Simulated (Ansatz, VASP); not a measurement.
## Two plane-wave programs on Sn2As

```xyz
9
Lattice="6.4515 0.0000 0.0000 -3.2257 5.5871 0.0000 0.0000 0.0000 6.0041" Properties=species:S:1:pos:R:3 pbc="T T T"
Sn    2.1487    0.0000    1.4956
Sn   -1.0743    1.8608    1.4956
Sn    2.1514    3.7263    1.4956
Sn   -2.1514    3.7263    4.5084
Sn    4.3028    0.0000    4.5084
Sn    1.0743    1.8608    4.5084
As    0.0000    3.7248    3.0020
As    3.2257    1.8624    3.0020
As    0.0000    0.0000    0.0000
```

Alike in both runs: task single point; functional PBE; k mesh 3 × 3 × 4; occupations gaussian, width 0.1 eV; no spin polarisation.

|  | VASP | Ansatz |
| --- | --- | --- |
| version | VASP 6.6.1 | Ansatz 0.2.0 |
| potentials or method | VASP PAW PBE potentials, release 64 (Sn_d, As), cutoff 520 eV | scalar-relativistic, plane waves, PAW |
| valence electrons in the cell | 99 | 129 |

Ansatz gave:

* gap on the k mesh at the Fermi level (eV): none
* pressure (GPa): 16.7
* traceless stress, the component that is largest in VASP (GPa): -1.74
* rms of the force components (eV/Å): 0.467

Question: Estimate VASP's values.

Answer: gap on the k mesh at the Fermi level (eV): none; pressure (GPa): 16.9; traceless stress, the component that is largest in VASP (GPa): -1.74; rms of the force components (eV/Å): 0.468.

Atom by atom the forces differ by 0.002 eV/Å (rms over components). A gap of «none» marks a metal or a gap that the smearing closes. The functional is the same, so the differences come from potentials, cutoffs and numerics. VASP's potentials hold 99 valence electrons a cell and Ansatz's 129, so a difference there can come from the potentials and not from the codes.

The k mesh is coarse, so the values compare programs but aren't converged.
